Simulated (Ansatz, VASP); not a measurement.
**SiW4: VASP beside Ansatz**

Contents of INCAR:

```
PREC = Accurate ; ENCUT = 600
EDIFF = 1E-7 ; ISMEAR = 0
SIGMA = 0.1 ; LREAL = False
LASPH = True ; NELM = 100
ALGO = Fast ; ISIF = 3
LWAVE = False ; LCHARG = False
GGA = PE ; IBRION = 2
NSW = 100 ; EDIFFG = -0.01
```

Contents of KPOINTS:

```
regular mesh
0
Gamma
  8 8 8
```

Contents of POSCAR:

```
SiW4
1.0
    4.7738198458      0.0000000000      0.0000000000
    0.0000000000      4.7738198458      0.0000000000
    0.0000000000      0.0000000000      4.7738198458
Si W
1 4
Direct
    0.0000000000      0.0000000000      0.0000000000
    0.0000000000      0.5000000000      0.5000000000
    0.5000000000      0.0000000000      0.5000000000
    0.5000000000      0.5000000000      0.0000000000
    0.5000000000      0.5000000000      0.5000000000
```

Input for Ansatz:

```yaml
crystal:
  lattice:
    - [4.7738198458, 0.0, 0.0]
    - [0.0, 4.7738198458, 0.0]
    - [0.0, 0.0, 4.7738198458]
  atoms:
    - { symbol: Si, position: [0.0, 0.0, 0.0] }
    - { symbol: W, position: [0.0, 0.5, 0.5] }
    - { symbol: W, position: [0.5, 0.0, 0.5] }
    - { symbol: W, position: [0.5, 0.5, 0.0] }
    - { symbol: W, position: [0.5, 0.5, 0.5] }
basis:
  ecutwfc: 420
kpoints:
  mp_grid: { grid: [8, 8, 8] }
hamiltonian:
  xc: pbe
scf:
  occupations: { method: gaussian, width: 0.1 }
output:
  forces: true
  stress: true
  eigenvalues: true
relax:
  adjacent_minimum: "off"
  f_tol: 0.01
  max_steps: 80
  cell: { stress_tol: 0.05 }
```

Alike in both runs: task relaxation of cell and atoms; functional PBE; k mesh 8 × 8 × 8; occupations gaussian, width 0.1 eV; no spin polarisation.

|  | VASP | Ansatz |
| --- | --- | --- |
| version | VASP 6.6.1 | Ansatz 0.2.0 |
| potentials or method | VASP PAW PBE potentials, release 64 (Si, W_sv), cutoff 600 eV | scalar-relativistic, plane waves, PAW |
| valence electrons in the cell | 60 | 60 |

VASP gave:

```
gap on the k mesh at the Fermi level, each at its own relaxed structure (eV) : none
relaxed volume (Å³/atom)                                                     : 21.79
relaxed cell length with the largest relative difference (Å)                 : 4.776
```

Task: Which values does Ansatz return?

Result: gap on the k mesh at the Fermi level, each at its own relaxed structure (eV): none; relaxed volume (Å³/atom): 21.64; relaxed cell length with the largest relative difference (Å): 4.765.

A gap of «none» marks a metal or a gap that the smearing closes.

Neither program's run includes spin-orbit coupling.
